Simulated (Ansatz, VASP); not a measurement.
**Two plane-wave programs on AlRu**

```
Ru Al
1.0
     0.00000    2.49144    2.49144
     2.49144    0.00000    2.49144
     2.49144    2.49144    0.00000
Ru Al
1 1
Cartesian
  0.0000 0.0000 0.0000
  2.4914 2.4914 2.4914
```

Alike in both runs: functional PBE; k mesh 14 × 14 × 14; occupations fermi-dirac, width 0.05 eV; no spin polarisation.

Ansatz relaxed the structure, and its values are those at the end. VASP's run is a single point on that final structure, the one shown.

|  | VASP | Ansatz |
| --- | --- | --- |
| version | VASP 6.6.1 | Ansatz 0.2.0 |
| potentials or method | VASP PAW PBE potentials, release 64 (Ru_pv, Al) | PAW with Ansatz's default frozen-core files, scalar-relativistic |
| plane-wave cutoff (eV) | 520 | 420 |
| valence electrons in the cell | 17 | 19 |

|  | VASP | Ansatz | Ansatz less VASP |
| --- | --- | --- | --- |
| pressure (GPa) | 0.0 | 0.0 | -0.05 |

VASP's potentials hold 17 valence electrons a cell and Ansatz's 19, so a difference there can come from the potentials and not from the codes.
